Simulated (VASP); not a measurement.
# Mn (Im-3m) in VASP: single point with PBE+U

Aim: the single point of Mn with PBE+U.

All numbers are computed with VASP 6.6.1; they aren't measurements. Logs are shortened: lines on timing, memory, paths and dates and some standing lists are left out, and cuts for length are marked.

## Step 1: The cell of the first run

Symmetry: Im-3m, No. 229, cubic system. Conventional cell: a = 3.081 Å, b = 3.081 Å, c = 3.081 Å, α = 90.00°, β = 90.00°, γ = 90.00°. Within 3.5 Å of Mn (site symmetry m-3m) lie 14 Mn at 2.67 to 3.08 Å.

This isn't the form of Mn at room conditions, which is a 58-atom cubic cell.

## Step 2: Single point, PBE+U, collinear spin, ferromagnetic start

The input, INCAR:

```
SYSTEM = Mn
PREC = Accurate
ENCUT = 680
EDIFF = 1E-6
ISMEAR = -1
SIGMA = 0.003
LREAL = .False.
LASPH = .True.
NELM = 200
ALGO = Normal
ISIF = 2
LWAVE = .False.
LCHARG = .True.
ISPIN = 2
MAGMOM = 4.5
LORBIT = 11
LMAXMIX = 4
LDAU = .True.
LDAUTYPE = 2
LDAUL = 2
LDAUU = 6.3
LDAUJ = 0
LDAUPRINT = 1
GGA = PE
LELF = .True.
LVHAR = .True.
NBANDS = 18
GGA_COMPAT = .False.
```

The input, KPOINTS:

```
regular mesh
0
Gamma
  11 11 11
  0 0 0
```

The input, POSCAR:

```
Mn
1.0
   -1.5405000000      1.5405000000      1.5405000000
    1.5405000000     -1.5405000000      1.5405000000
    1.5405000000      1.5405000000     -1.5405000000
Mn
1
Direct
    0.0000000000      0.0000000000      0.0000000000
```

Potentials or basis: VASP PAW PBE potentials, release 64 (Mn_sv).

The run is started by

```
cat potpaw_PBE.64/Mn_sv/POTCAR > POTCAR
mpirun -np 1 vasp_std > vasp.out
```

OUTCAR:

```text
SYSTEM = Mn
   PREC = Accurate
   ENCUT = 680
   EDIFF = 1E-6
   ISMEAR = -1
   LREAL = .False.
   LASPH = .True.
   NELM = 200
   ISIF = 2
   ISPIN = 2
   LORBIT = 11
   GGA = PE

 ion  position               nearest neighbor table
   1  0.000  0.000  0.000-

  LATTYP: Found a body centered cubic cell.
 ALAT       =     3.0810000000

  Lattice vectors:

 A1 = (  -1.5405000000,   1.5405000000,   1.5405000000)
 A2 = (   1.5405000000,  -1.5405000000,   1.5405000000)
 A3 = (   1.5405000000,   1.5405000000,  -1.5405000000)

Analysis of symmetry for initial positions (statically):
=====================================================================
 Subroutine PRICEL returns:
 Original cell was already a primitive cell.

 Routine SETGRP: Setting up the symmetry group for a
 body centered cubic supercell.

 Subroutine GETGRP returns: Found 48 space group operations
 (whereof 48 operations were pure point group operations)
 out of a pool of 48 trial point group operations.

The static configuration has the point symmetry O_h .

Analysis of symmetry for dynamics (positions and initial velocities):
=====================================================================
 Subroutine PRICEL returns:
 Original cell was already a primitive cell.

 Routine SETGRP: Setting up the symmetry group for a
 body centered cubic supercell.

 Subroutine GETGRP returns: Found 48 space group operations
 (whereof 48 operations were pure point group operations)
 out of a pool of 48 trial point group operations.

The dynamic configuration has the point symmetry O_h .

Analysis of structural, dynamic, and magnetic symmetry:
=====================================================================
 Subroutine PRICEL returns:
 Original cell was already a primitive cell.

 Routine SETGRP: Setting up the symmetry group for a
 body centered cubic supercell.

 Subroutine GETGRP returns: Found 48 space group operations
[... 156 lines left out ...]
  0.0327 -0.0000  0.0000 -0.0000 -0.0000
 -0.0000  0.0327  0.0000 -0.0000 -0.0000
  0.0000  0.0000  0.0811  0.0000  0.0000
 -0.0000 -0.0000  0.0000  0.0327  0.0000
 -0.0000 -0.0000  0.0000  0.0000  0.0811

 occupancies and eigenvectors

  o =  0.0327  v =  0.0000  0.0000  0.0000  0.0000  0.0000 -0.3605 -0.9317  0.0000 -0.0450 -0.0000      0.0000  0.0000  0.0000  0.0000  0.0000  0.0000  0.0000  0.0000  0.0000  0.0000
  o =  0.0327  v =  0.0000  0.0000  0.0000  0.0000  0.0000  0.9325 -0.3611 -0.0000  0.0067  0.0000      0.0000  0.0000  0.0000  0.0000  0.0000  0.0000  0.0000  0.0000  0.0000  0.0000
  o =  0.0327  v =  0.0000  0.0000  0.0000  0.0000  0.0000 -0.0225 -0.0395 -0.0000  0.9990 -0.0000      0.0000  0.0000  0.0000  0.0000  0.0000  0.0000  0.0000  0.0000  0.0000  0.0000
  o =  0.0811  v =  0.0000  0.0000  0.0000  0.0000  0.0000  0.0000  0.0000  0.9992  0.0000 -0.0400      0.0000  0.0000  0.0000  0.0000  0.0000  0.0000  0.0000  0.0000  0.0000  0.0000
  o =  0.0811  v =  0.0000  0.0000  0.0000  0.0000  0.0000 -0.0000  0.0000  0.0400  0.0000  0.9992      0.0000  0.0000  0.0000  0.0000  0.0000  0.0000  0.0000  0.0000  0.0000  0.0000
  o =  0.8944  v =  0.0000  0.1349  0.0000  0.9909 -0.0000  0.0000  0.0000  0.0000  0.0000  0.0000      0.0000  0.0000  0.0000  0.0000  0.0000  0.0000  0.0000  0.0000  0.0000  0.0000
  o =  0.8944  v =  1.0000  0.0000  0.0000  0.0000  0.0000  0.0000  0.0000  0.0000  0.0000  0.0000      0.0000  0.0000  0.0000  0.0000  0.0000  0.0000  0.0000  0.0000  0.0000  0.0000
  o =  0.8944  v =  0.0000 -0.9909 -0.0000  0.1349 -0.0000  0.0000  0.0000  0.0000  0.0000  0.0000      0.0000  0.0000  0.0000  0.0000  0.0000  0.0000  0.0000  0.0000  0.0000  0.0000
  o =  0.9042  v =  0.0000  0.0000  0.0159 -0.0000 -0.9999  0.0000  0.0000  0.0000  0.0000  0.0000      0.0000  0.0000  0.0000  0.0000  0.0000  0.0000  0.0000  0.0000  0.0000  0.0000
  o =  0.9042  v =  0.0000 -0.0000  0.9999 -0.0000  0.0159  0.0000  0.0000  0.0000  0.0000  0.0000      0.0000  0.0000  0.0000  0.0000  0.0000  0.0000  0.0000  0.0000  0.0000  0.0000

 number of electron      14.9999998 magnetization       4.2607360

 Free energy of the ion-electron system (eV)
  ---------------------------------------------------
  ext. energy  EPLUGINS =         0.00000000
  ---------------------------------------------------
  free energy    TOTEN  =        -5.21010661 eV

  energy without entropy =       -5.21006911  energy(sigma->0) =       -5.21008786

 E-fermi :  10.8892     XC(G=0): -12.1526

 val. band max:       10.8892220869   @ k =   0.2727   0.1818   0.1818
 cond. band min:      10.9457163982   @ k =  -0.3636   0.4545   0.1818
 fundamental gap:      0.0564943114
 Fermi energy:        10.8892220893

 spin component 1

 k-point     1 :       0.0000    0.0000    0.0000
  band No.  band energies     occupation
      1     -70.7058      1.00000
      2     -39.3033      1.00000
      3     -39.3033      1.00000
      4     -39.3033      1.00000
      5       2.0928      1.00000
      6       5.3131      1.00000
[... 1001 lines left out ...]
     17      44.1923      0.00000
     18      45.7774      0.00000

 [... further k-points ...]

------------------------ aborting loop because EDIFF is reached ----------------------------------------

  FORCE on cell =-STRESS in cart. coord.  units (eV):
  Direction    XX          YY          ZZ          XY          YZ          ZX
  --------------------------------------------------------------------------------------
  -------------------------------------------------------------------------------------
  Total        2.8046723      2.8046723      2.8046723      0.0000000     -0.0000000      0.0000000
  in kB      307.2894161    307.2894161    307.2894161      0.0000000     -0.0000000      0.0000000
  external PRESSURE =     307.2894161 kB  Pullay stress =       0.0000000 kB

 VOLUME and BASIS-vectors are now :
 -----------------------------------------------------------------------------
  energy-cutoff  :      680.00
  volume of cell :       14.62
      direct lattice vectors                 reciprocal lattice vectors
    -1.540500000  1.540500000  1.540500000     0.000000000  0.324569945  0.324569945
     1.540500000 -1.540500000  1.540500000     0.324569945  0.000000000  0.324569945
     1.540500000  1.540500000 -1.540500000     0.324569945  0.324569945  0.000000000

 POSITION                                       TOTAL-FORCE (eV/Angst)
 -----------------------------------------------------------------------------------
      0.00000      0.00000      0.00000        -0.000000      0.000000     -0.000000
 -----------------------------------------------------------------------------------
    total drift:                               -0.000000      0.000000      0.000000

  FREE ENERGIE OF THE ION-ELECTRON SYSTEM (eV)
  ---------------------------------------------------
  free  energy   TOTEN  =        -5.2101066090 eV

  energy  without entropy=       -5.2100691132  energy(sigma->0) =       -5.21008786

 total charge

# of ion       s       p       d       tot
------------------------------------------
    1        2.214   6.049   4.726  12.989

 magnetization (x)

# of ion       s       p       d       tot
------------------------------------------
    1        0.001   0.001   4.211   4.213
```

stdout:

```text
POSCAR found type information on POSCAR Mn
 POSCAR found :  1 types and       1 ions
 scaLAPACK will be used
 LDA part: xc-table for (Slater+PW92), standard interpolation
 POSCAR, INCAR and KPOINTS ok, starting setup
 FFT: planning ... GRIDC
 FFT: planning ... GRID_SOFT
 FFT: planning ... GRID
 WAVECAR not read
 entering main loop
```

Run time: 2.2 min. Hardware: 1 thread of AMD EPYC, shared host; peak memory 0.14 GiB.

What came out:

* Free energy: -5.2101 eV
* Pressure: 30.7 GPa
* Net moment: 4.26 μB per cell
* Site moments: Mn +4.21 μB
* Valence electrons inside the program's atomic spheres: Mn 12.99

Eigenvalues of the final occupation matrices:
```
    site  spin  trace               eigenvalues
site 1 d     1   4.49  0.89 0.89 0.89 0.90 0.90
site 1 d     2   0.26  0.03 0.03 0.03 0.08 0.08
```

Caveat: the cell stands under pressure; the U is typed as a test and isn't derived for this compound.
